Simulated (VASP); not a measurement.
# MnS in VASP: notebook, part 2 of 2

VASP 6.6.1.

**4. Single point, PBE, collinear spin, ferromagnetic start**

This run uses another cell than the first one, of 22.48 Å³/atom.

File INCAR:

```
SYSTEM = MnS
  ALGO = Normal
  EDIFF = 1E-6
  ENCUT = 500
  GGA = PE
  GGA_COMPAT = .FALSE.
  ISIF = 2
  ISMEAR = 0
  ISPIN = 2
  LASPH = .TRUE.
  LCHARG = .TRUE.
  LELF = .TRUE.
  LMAXMIX = 4
  LORBIT = 11
  LREAL = .FALSE.
  LVHAR = .TRUE.
  LWAVE = .FALSE.
  MAGMOM = 5 5 0 0
  NBANDS = 31
  NELM = 200
  PREC = Accurate
  SIGMA = 0.05
```

File KPOINTS:

```
k-points
0
G
  8 8 6
  0 0 0
```

File POSCAR:

```
MnS
1.0
    0.0000000000      2.8223248431     -2.8223248431
    0.0000000000      2.8223248431      2.8223248431
    5.6446496862      0.0000000000      0.0000000000
Mn S
2 2
Direct
    0.0000000000      0.0000000000      0.0000000000
    0.5000000000      0.5000000000      0.5000000000
    0.0000000000      0.5000000000      0.2500000000
    0.5000000000      1.0000000000      0.7500000000
```

Run with:

```sh
> cat potpaw_PBE.64/Mn_pv/POTCAR potpaw_PBE.64/S/POTCAR > POTCAR
> mpirun -np 1 vasp_std > vasp.out
```

Wall time 6.4 min (1 thread of Oxide Virtual Turin-like, shared host); peak memory 0.33 GiB.

Results (log left out):

```
Free energy                                           : -28.1711 eV
Pressure                                              : 0.1 GPa
Band gap on the k mesh                                : zero (filled and empty bands overlap)
Net moment                                            : 9.96 μB per cell
Site moments                                          : Mn +4.37; S +0.09 μB
Valence electrons inside the program's atomic spheres : Mn 11.35; S 3.76
```

Levels at points of the mesh, in eV from the Fermi level:
Spin up:
```csv
k point,band 21,band 22,band 23,band 24,band 25,band 26,band 27,band 28
"(0.00, 0.00, 0.00)",-2.22,0.10,0.10,0.10,0.81,2.65,4.21,5.74
"(0.50, 0.00, 0.00)",-2.04,-2.04,-0.82,-0.82,4.18,4.18,5.18,5.18
"(0.50, 0.50, 0.00)",-2.22,-2.22,-2.22,-2.22,2.65,2.65,4.21,4.21
"(0.00, 0.00, 0.50)",-1.09,-1.09,-1.09,-1.09,2.93,2.93,4.46,4.46
"(0.50, 0.00, 0.50)",-0.88,-0.88,-0.88,-0.88,2.81,2.81,6.17,6.17
"(0.50, 0.50, 0.50)",-2.68,-2.68,-1.84,-1.84,4.52,4.52,5.64,5.64
```
Spin down:
```
           k point  band 11  band 12  band 13  band 14  band 15  band 16  band 17  band 18
(0.00, 0.00, 0.00)    -3.31    -3.27    -3.27    -3.27     0.03     0.81     0.81     0.82
(0.50, 0.00, 0.00)    -3.81    -3.81    -3.18    -3.18     0.64     0.64     0.70     0.70
(0.50, 0.50, 0.00)    -3.31    -3.31    -3.31    -3.31     0.03     0.03     0.83     0.83
(0.00, 0.00, 0.50)    -3.30    -3.30    -3.30    -3.30     0.33     0.33     1.01     1.01
(0.50, 0.00, 0.50)    -3.20    -3.20    -3.20    -3.20     0.87     0.87     0.93     0.93
(0.50, 0.50, 0.50)    -4.24    -4.24    -3.44    -3.44     0.03     0.03     0.57     0.57
```

Caveat: semilocal functionals often make such compounds metallic where correlation or magnetic order opens a gap, which also shifts bond lengths; the run started ferromagnetic, and an antiferromagnetic order may lie lower in energy.

**5. Single point, PBE, collinear spin, antiferromagnetic start**

This run uses another cell than the first one, of 22.48 Å³/atom.

File INCAR:

```
SYSTEM = MnS
ALGO = Normal ; EDIFF = 1E-6
ENCUT = 500 ; GGA = PE
GGA_COMPAT = .False. ; ISIF = 2
ISMEAR = 0 ; ISPIN = 2
LASPH = .True. ; LCHARG = .True.
LELF = .True. ; LMAXMIX = 4
LORBIT = 11 ; LREAL = .False.
LVHAR = .True. ; LWAVE = .False.
MAGMOM = 5 -5 0 0 ; NBANDS = 31
NELM = 200 ; PREC = Accurate
SIGMA = 0.05
```

File KPOINTS:

```
k-points
0
Gamma
  8 8 6
  0 0 0
```

POSCAR is that of step 4.

Potentials or basis: VASP PAW PBE potentials, release 64 (Mn_pv, S).

Run with:

```sh
> cat potpaw_PBE.64/Mn_pv/POTCAR potpaw_PBE.64/S/POTCAR > POTCAR
> mpirun -np 1 vasp_std > vasp.out
```

OUTCAR:

```text
SYSTEM = MnS
   EDIFF = 1E-6
   ENCUT = 500
   GGA = PE
   ISIF = 2
   ISMEAR = 0
   ISPIN = 2
   LASPH = .True.
   LORBIT = 11
   LREAL = .False.
   NELM = 200
   PREC = Accurate

 ion  position               nearest neighbor table
   1  0.000  0.000  0.000-   3 2.44   4 2.44   3 2.44   4 2.44
   2  0.500  0.500  0.500-   3 2.44   4 2.44   4 2.44   3 2.44
   3  0.000  0.500  0.250-   1 2.44   2 2.44   1 2.44   2 2.44
   4  0.500  0.000  0.750-   1 2.44   2 2.44   2 2.44   1 2.44

  LATTYP: Found a simple tetragonal cell.
 ALAT       =     3.9913700705
 C/A-ratio  =     1.4142135624

  Lattice vectors:

 A1 = (   0.0000000000,   2.8223248431,  -2.8223248431)
 A2 = (   0.0000000000,   2.8223248431,   2.8223248431)
 A3 = (   5.6446496862,   0.0000000000,   0.0000000000)

Analysis of symmetry for initial positions (statically):
[... 1864 lines left out ...]

 [... further k-points ...]

------------------------ aborting loop because EDIFF is reached ----------------------------------------

  FORCE on cell =-STRESS in cart. coord.  units (eV):
  Direction    XX          YY          ZZ          XY          YZ          ZX
  --------------------------------------------------------------------------------------
  -------------------------------------------------------------------------------------
  Total       -2.5009985     -2.2145857     -2.2145857     -0.0000000      0.0000000     -0.0000000
  in kB      -44.5597785    -39.4568198    -39.4568198     -0.0000000      0.0000000     -0.0000000
  external PRESSURE =     -41.1578060 kB  Pullay stress =       0.0000000 kB

 VOLUME and BASIS-vectors are now :
 -----------------------------------------------------------------------------
  energy-cutoff  :      500.00
  volume of cell :       89.93
      direct lattice vectors                 reciprocal lattice vectors
     0.000000000  2.822324843 -2.822324843     0.000000000  0.177158913 -0.177158913
     0.000000000  2.822324843  2.822324843     0.000000000  0.177158913  0.177158913
     5.644649686  0.000000000  0.000000000     0.177158913  0.000000000  0.000000000

 POSITION                                       TOTAL-FORCE (eV/Angst)
 -----------------------------------------------------------------------------------
      0.00000      0.00000      0.00000         0.000000     -0.000000      0.000000
      2.82232      2.82232      0.00000        -0.000000      0.000000     -0.000000
      1.41116      1.41116      1.41116         0.000000      0.000000     -0.000000
      4.23349      1.41116     -1.41116         0.000000      0.000000     -0.000000
 -----------------------------------------------------------------------------------
    total drift:                                0.000000      0.000000      0.000000

  FREE ENERGIE OF THE ION-ELECTRON SYSTEM (eV)
  ---------------------------------------------------
  free  energy   TOTEN  =       -28.7102420639 eV

  energy  without entropy=      -28.7102420639  energy(sigma->0) =      -28.71024206

 total charge

# of ion       s       p       d       tot
------------------------------------------
    1        0.250   6.191   4.928  11.368
    2        0.250   6.191   4.928  11.368
    3        1.314   2.422   0.000   3.736
    4        1.314   2.422   0.000   3.736
--------------------------------------------------
tot          3.127  17.226   9.856  30.208

 magnetization (x)

# of ion       s       p       d       tot
------------------------------------------
    1        0.029   0.042   4.084   4.156
    2       -0.029  -0.042  -4.084  -4.156
    3        0.000   0.000   0.000   0.000
    4        0.000   0.000   0.000   0.000
--------------------------------------------------
tot          0.000   0.000   0.000   0.000
```

Wall time 4 min (1 thread of Oxide Virtual Turin-like, shared host); peak memory 0.33 GiB.

What came out:

* Free energy: -28.7102 eV
* Pressure: -4.1 GPa
* Band gap on the k mesh: 1.43 eV
* Net moment: 0.00 μB per cell
* Site moments: Mn +4.16, -4.16; S +0.00 μB
* Valence electrons inside the program's atomic spheres: Mn 11.37; S 3.74

Levels at points of the mesh, in eV from the valence-band top:
Spin up:
```csv
k point,band 17,band 18,band 19,band 20,band 21,band 22
"(0.00, 0.00, 0.00)",-0.77,-0.17,-0.17,1.61,1.91,2.27
"(0.50, 0.00, 0.00)",-1.29,-0.92,-0.42,1.85,2.03,2.14
"(0.50, 0.50, 0.00)",-1.63,-1.61,-1.16,1.48,1.48,1.61
"(0.00, 0.00, 0.50)",-0.77,0.00,0.00,1.90,1.90,2.52
"(0.50, 0.00, 0.50)",-1.15,-0.40,-0.19,1.81,1.98,2.14
"(0.50, 0.50, 0.50)",-1.86,-1.69,-1.28,1.61,1.61,2.01
```
Spin down:
| k point | band 16 | band 17 | band 18 | band 19 | band 20 | band 21 | band 22 | band 23 |
| --- | --- | --- | --- | --- | --- | --- | --- | --- |
| (0.00, 0.00, 0.00) | -1.91 | -0.77 | -0.17 | -0.17 | 1.61 | 1.91 | 2.27 | 2.60 |
| (0.50, 0.00, 0.00) | -1.50 | -1.29 | -0.92 | -0.42 | 1.85 | 2.03 | 2.14 | 2.26 |
| (0.50, 0.50, 0.00) | -1.63 | -1.63 | -1.61 | -1.16 | 1.48 | 1.48 | 1.61 | 2.00 |
| (0.00, 0.00, 0.50) | -2.00 | -0.77 | 0.00 | 0.00 | 1.90 | 1.90 | 2.52 | 2.82 |
| (0.50, 0.00, 0.50) | -1.46 | -1.15 | -0.40 | -0.19 | 1.81 | 1.98 | 2.14 | 2.60 |
| (0.50, 0.50, 0.50) | -1.86 | -1.86 | -1.69 | -1.28 | 1.61 | 1.61 | 2.01 | 2.05 |

Caveat: the cell stands under tension; the antiferromagnetic order is the one typed at the start, and another may lie lower.

**6. Relaxation of cell and atoms, PBE, collinear spin, antiferromagnetic start**

This run uses another cell than the first one, of 22.48 Å³/atom.

File INCAR:

```
PREC = Accurate ; ENCUT = 500
EDIFF = 1E-7 ; ISMEAR = 0
SIGMA = 0.05 ; LREAL = False
LASPH = True ; NELM = 200
ALGO = Normal ; ISIF = 3
LWAVE = False ; LCHARG = False
ISPIN = 2 ; MAGMOM = 4.42 -4.42 0 0
LORBIT = 11 ; LMAXMIX = 4
GGA = PE ; IBRION = 2
NSW = 50 ; EDIFFG = -0.01
GGA_COMPAT = False ; NELMIN = 4
```

File KPOINTS:

```
Automatic mesh
0
Gamma
  6 6 4
```

POSCAR is that of step 5.

Potentials or basis: VASP PAW PBE potentials, release 64 (Mn_pv, S).

Run with:

```sh
> cat potpaw_PBE.64/Mn_pv/POTCAR potpaw_PBE.64/S/POTCAR > POTCAR
> mpirun -np 1 vasp_std > vasp.out
```

OUTCAR:

```text
PREC = Accurate
   ENCUT = 500
   EDIFF = 1E-7
   ISMEAR = 0
   LREAL = False
   LASPH = True
   NELM = 200
   ISIF = 3
   ISPIN = 2
   LORBIT = 11
   GGA = PE
   IBRION = 2
   NSW = 50
   EDIFFG = -0.01
   NELMIN = 4

 ion  position               nearest neighbor table
   1  0.000  0.000  0.000-   3 2.44   4 2.44   3 2.44   4 2.44
   2  0.500  0.500  0.500-   3 2.44   4 2.44   4 2.44   3 2.44
   3  0.000  0.500  0.250-   1 2.44   2 2.44   1 2.44   2 2.44
   4  0.500  0.000  0.750-   1 2.44   2 2.44   2 2.44   1 2.44

  LATTYP: Found a simple tetragonal cell.
 ALAT       =     3.9913700705
 C/A-ratio  =     1.4142135624

  Lattice vectors:

 A1 = (   0.0000000000,   2.8223248431,  -2.8223248431)
 A2 = (   0.0000000000,   2.8223248431,   2.8223248431)
 A3 = (   5.6446496862,   0.0000000000,   0.0000000000)

Analysis of symmetry for initial positions (statically):
=====================================================================
 Subroutine PRICEL returns following result:

  LATTYP: Found a face centered cubic cell.
 ALAT       =     5.6446496862
[... 12 lines left out ...]
 Subroutine GETGRP returns: Found  8 space group operations
 (whereof  8 operations were pure point group operations)
 out of a pool of 16 trial point group operations.

The static configuration has the point symmetry D_2d.

Analysis of symmetry for dynamics (positions and initial velocities):
=====================================================================
 Subroutine PRICEL returns following result:

  LATTYP: Found a face centered cubic cell.
 ALAT       =     5.6446496862
[... 12 lines left out ...]
 Subroutine GETGRP returns: Found  8 space group operations
 (whereof  8 operations were pure point group operations)
 out of a pool of 16 trial point group operations.

The dynamic configuration has the point symmetry D_2d.

Analysis of structural, dynamic, and magnetic symmetry:
=====================================================================
 Subroutine PRICEL returns following result:

  LATTYP: Found a face centered cubic cell.
[... 154 lines left out ...]
 NGX is ok and might be reduce to    30
   NGX = 15   NGY = 15   NGZ = 21

--------------------------------------- Ionic step        1  -------------------------------------------

 number of electron      38.0000061 magnetization      -0.0000000

 number of electron      38.0000061 magnetization       0.0000000

 Free energy of the ion-electron system (eV)
  ---------------------------------------------------
  ext. energy  EPLUGINS =         0.00000000
  ---------------------------------------------------
  free energy    TOTEN  =       -28.70979774 eV

  energy without entropy =      -28.70979774  energy(sigma->0) =      -28.70979774

------------------------ aborting loop because EDIFF is reached ----------------------------------------

  FORCE on cell =-STRESS in cart. coord.  units (eV):
  Direction    XX          YY          ZZ          XY          YZ          ZX
  --------------------------------------------------------------------------------------
  -------------------------------------------------------------------------------------
  Total       -2.4985556     -2.2098150     -2.2098150     -0.0000000      0.0000000     -0.0000000
  in kB      -44.5162543    -39.3718216    -39.3718216     -0.0000000      0.0000000     -0.0000000
  external PRESSURE =     -41.0866325 kB  Pullay stress =       0.0000000 kB
[... 225 lines left out ...]
 number of electron      37.9999955 magnetization      -0.0000000

 number of electron      37.9999955 magnetization       0.0000000

 Free energy of the ion-electron system (eV)
  ---------------------------------------------------
  ext. energy  EPLUGINS =         0.00000000
  ---------------------------------------------------
  free energy    TOTEN  =       -28.81482458 eV

  energy without entropy =      -28.81482458  energy(sigma->0) =      -28.81482458

 E-fermi :   4.5823     XC(G=0):  -9.6342

 val. band max:        4.3287317631   @ k =   0.0000   0.0000   0.5000
 cond. band min:       5.4655201694   @ k =   0.5000   0.3333   0.0000
 fundamental gap:      1.1367884064
 Fermi energy:         4.5822920371

 spin component 1

 k-point     1 :       0.0000    0.0000    0.0000
  band No.  band energies     occupation
      1     -45.5089      1.00000
      2     -45.4563      1.00000
      3     -45.4563      1.00000
      4     -41.1916      1.00000
      5     -41.1916      1.00000
      6     -41.1813      1.00000
[... 613 lines left out ...]
     22       6.2864      0.00000
     23       6.8776      0.00000

 [... further k-points ...]

 spin component 2

 k-point     1 :       0.0000    0.0000    0.0000
  band No.  band energies     occupation
      1     -45.5089      1.00000
      2     -45.4563      1.00000
      3     -45.4563      1.00000
      4     -41.1916      1.00000
      5     -41.1916      1.00000
      6     -41.1813      1.00000
[... 646 lines left out ...]
  FREE ENERGIE OF THE ION-ELECTRON SYSTEM (eV)
  ---------------------------------------------------
  free  energy   TOTEN  =       -28.8148245807 eV

  energy  without entropy=      -28.8148245807  energy(sigma->0) =      -28.81482458

 reached required accuracy - stopping structural energy minimisation

 total charge

# of ion       s       p       d       tot
------------------------------------------
    1        0.268   6.223   4.965  11.455
    2        0.268   6.223   4.965  11.455
    3        1.314   2.449   0.000   3.762
    4        1.314   2.449   0.000   3.762
--------------------------------------------------
tot          3.163  17.343   9.929  30.436

 magnetization (x)

# of ion       s       p       d       tot
------------------------------------------
    1        0.027   0.046   3.948   4.021
    2       -0.027  -0.046  -3.948  -4.021
    3        0.000   0.000   0.000   0.000
    4        0.000   0.000   0.000   0.000
--------------------------------------------------
tot          0.000   0.000   0.000   0.000
```

It took 12 min on 1 thread of Oxide Virtual Turin-like, shared host; peak memory 0.23 GiB.

Results:

* Free energy: -28.8148 eV
* Relaxed volume: 20.60 Å³/atom
* Relaxed cell: a = 3.914 Å, b = 3.914 Å, c = 5.380 Å, α = 90.00°, β = 90.00°, γ = 90.00°
* Space group after relaxing (to 0.1 Å): I-4m2 (No. 119)
* Energy gained by relaxing: 26.3 meV/atom
* Ionic steps: 7
* Pressure after relaxing: 0.0 GPa
* Band gap on the k mesh: 1.14 eV
* Net moment: 0.00 μB per cell
* Site moments: Mn +4.02, -4.02; S +0.00 μB
* Valence electrons inside the program's atomic spheres: Mn 11.46; S 3.76

Step by step:
```csv
step,energy change (eV),largest force (eV/Å),pressure (GPa),volume (Å³)
1,0.0000,0.0000,-4.11,89.93
2,-0.1023,0.0000,-0.12,82.63
3,-0.1024,0.0000,0.01,82.43
4,-0.1032,0.0000,0.01,82.43
5,-0.1046,0.0000,-0.01,82.42
6,-0.1044,0.0000,-0.03,82.37
7,-0.1050,0.0000,-0.02,82.40
```

Final structure:
```
Mn S
1.0
     0.00000    2.76727   -2.76727
     0.00000    2.76727    2.76727
     5.38032    0.00000    0.00000
Mn S
2 2
Direct
  0.00000 0.00000 0.00000
  0.50000 0.50000 0.50000
  0.00000 0.50000 0.25000
  0.50000 0.00000 0.75000
```

Caveat: the antiferromagnetic order is the one typed at the start, and another may lie lower.

**7. Overview**

```csv
task,spin,cell,k mesh,gap on the mesh (eV),pressure (GPa),moment (μB)
relaxation of shape and atoms at fixed volume,"collinear, antiferromagnetic start","relaxed from a = 3.885, b = 3.885, c = 5.341 Å, 4 atoms",6 × 6 × 4,1.05,1.2,0.00
relaxation of shape and atoms at fixed volume,"collinear, antiferromagnetic start","relaxed from a = 3.937, b = 3.937, c = 5.413 Å, 4 atoms",6 × 6 × 4,1.21,-1.0,0.00
single point,"collinear, ferromagnetic start","a = 3.991, b = 3.991, c = 5.645 Å, 4 atoms",8 × 8 × 6,none,0.1,9.96
single point,"collinear, antiferromagnetic start","a = 3.991, b = 3.991, c = 5.645 Å, 4 atoms",8 × 8 × 6,1.43,-4.1,0.00
relaxation of cell and atoms,"collinear, antiferromagnetic start","relaxed from a = 3.991, b = 3.991, c = 5.645 Å, 4 atoms",6 × 6 × 4,1.14,0.0,0.00
```

Alike in all rows: level PBE; potentials or basis VASP PAW PBE potentials, release 64 (Mn_pv, S); cutoff (eV) 500; smearing gaussian 0.05 eV.

Caveats: the antiferromagnetic order is the one typed at the start, and another may lie lower (at least some runs); semilocal functionals often make such compounds metallic where correlation or magnetic order opens a gap, which also shifts bond lengths (at least some runs); the run started ferromagnetic, and an antiferromagnetic order may lie lower in energy (at least some runs); the cell stands under tension (at least some runs).

Absolute energies hang on the potentials; compare differences alone.

The gap in the log of VASP goes by the Fermi energy; the results here count the filled bands.